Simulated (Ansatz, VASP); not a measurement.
# One calculation of SrCl2, two programs

File POSCAR:

```
SrCl2
1.0
    0.0000000000      3.4976509443      3.4976509443
    3.4976509443      0.0000000000      3.4976509443
    3.4976509443      3.4976509443      0.0000000000
Sr Cl
1 2
Direct
    0.0000000000      0.0000000000      0.0000000000
    0.2500000000      0.2500000000      0.2500000000
    0.7500000000      0.7500000000      0.7500000000
```

File INCAR.step1:

```
PREC = Accurate
ENCUT = 550
ISMEAR = 0
SIGMA = 0.01
LREAL = False
LASPH = True
NELM = 120
NBANDS = 19
GGA = PE
ALGO = Normal
EDIFF = 1E-5
LWAVE = True
LCHARG = False
GGA_COMPAT = False
```

The input INCAR.step2:

```
PREC = Accurate
ENCUT = 550
EDIFF = 1E-6
ISMEAR = 0
SIGMA = 0.01
LREAL = False
LASPH = True
NELM = 120
ALGO = Normal
ISIF = 2
LWAVE = False
LCHARG = False
METAGGA = R2SCAN
LMIXTAU = True
NBANDS = 19
ISTART = 1
GGA_COMPAT = False
```

Contents of KPOINTS:

```
Automatic mesh
0
Gamma
  4 4 4
```

Input for Ansatz:

```yaml
crystal:
  lattice:
    - [0.0, 3.4976509443, 3.4976509443]
    - [3.4976509443, 0.0, 3.4976509443]
    - [3.4976509443, 3.4976509443, 0.0]
  atoms:
    - { symbol: Sr, position: [0.0, 0.0, 0.0] }
    - { symbol: Cl, position: [0.25, 0.25, 0.25] }
    - { symbol: Cl, position: [0.75, 0.75, 0.75] }
kpoints:
  mp_grid: { grid: [4, 4, 4] }
hamiltonian:
  xc: r2scan
scf:
  occupations: { method: fixed }
  n_extra_bands: 4
output:
  forces: true
  stress: true
  eigenvalues: true
basis:
  ecutwfc: 750
```

Alike in both runs: task single point; functional r2SCAN; k mesh 4 × 4 × 4; no spin polarisation.

```csv
,VASP,Ansatz
version,VASP 6.6.1,Ansatz 0.2.0
potentials or method,"VASP PAW PBE potentials, release 64 (Sr_sv, Cl), cutoff 550 eV",plane waves
occupations,"gaussian, width 0.01 eV",fixed
valence electrons in the cell,24,24
```

|  | VASP | Ansatz | Ansatz less VASP |
| --- | --- | --- | --- |
| gap on the k mesh at the Fermi level (eV) | 5.94 | 5.94 | 0.000 |
| pressure (GPa) | 0.0 | 0.0 | -0.06 |

VASP's potentials were made for PBE, not for r2SCAN.
